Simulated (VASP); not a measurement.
Wanted: the native input for a VASP 6.6.1 run.

```
Task                   : single point
Functional             : PBEsol
Dispersion             : D4
Potentials or basis    : VASP PAW PBE potentials, release 64 (Pt)
Cutoff                 : 520 eV
k mesh                 : 8 × 8 × 4
Occupations            : fermi-dirac, width 0.1 eV
Spin                   : no spin polarisation
Dipole correction      : no
Further INCAR settings : ALGO = Normal; EDIFF = 1e-06; NBANDS = 17
```

The structure of Pt lies in POSCAR:

```
Pt
1.0
    2.7606660000      0.0000000000      0.0000000000
   -1.3803330000      2.3908068874      0.0000000000
    0.0000000000      0.0000000000      4.7921340000
Pt
2
Direct
    0.6666670000      0.3333330000      0.7500000000
    0.3333330000      0.6666670000      0.2500000000
```

One way to write it, as run:

INCAR

```
PREC     = Accurate       # precision mode
ENCUT    = 520            # plane-wave cutoff, eV
EDIFF    = 1E-6           # SCF threshold, eV
ISMEAR   = -1             # smearing method
SIGMA    = 0.1            # smearing width, eV
LREAL    = F              # projectors in reciprocal space
LASPH    = T              # aspherical terms in the spheres
NELM     = 60             # most SCF steps
ALGO     = Normal         # electronic algorithm
ISIF     = 2              # what is computed and relaxed
LWAVE    = F              # write WAVECAR
LCHARG   = F              # write CHGCAR
GGA      = PS             # functional
IVDW     = 13             # dispersion correction
NBANDS   = 17             # bands
```

KPOINTS

```
regular mesh
0
Gamma
  8 8 4
```

Potentials or basis: VASP PAW PBE potentials, release 64 (Pt).

The run is started by

```console
$ cat potpaw_PBE.64/Pt/POTCAR > POTCAR
$ mpirun -np 1 vasp_std > vasp.out
```

It gave:

```
Pressure                   : -14.5 GPa
Band gap on the k mesh     : zero (band 10 reaches 10.69 eV, above the bottom of band 11 at 9.39 eV)
Dispersion energy per atom : -0.432 eV
```

Caveat: the PAW data sets were made with another functional, which shifts forces and pressure a little; spin-orbit coupling is left out, which moves the levels of the heavy elements; pairwise dispersion overbinds metals, which lowers pressure and volume.

It took 10 s on 1 thread of AMD EPYC 9R14 (Zen 4) (shared host), peak memory 0.13 GiB.
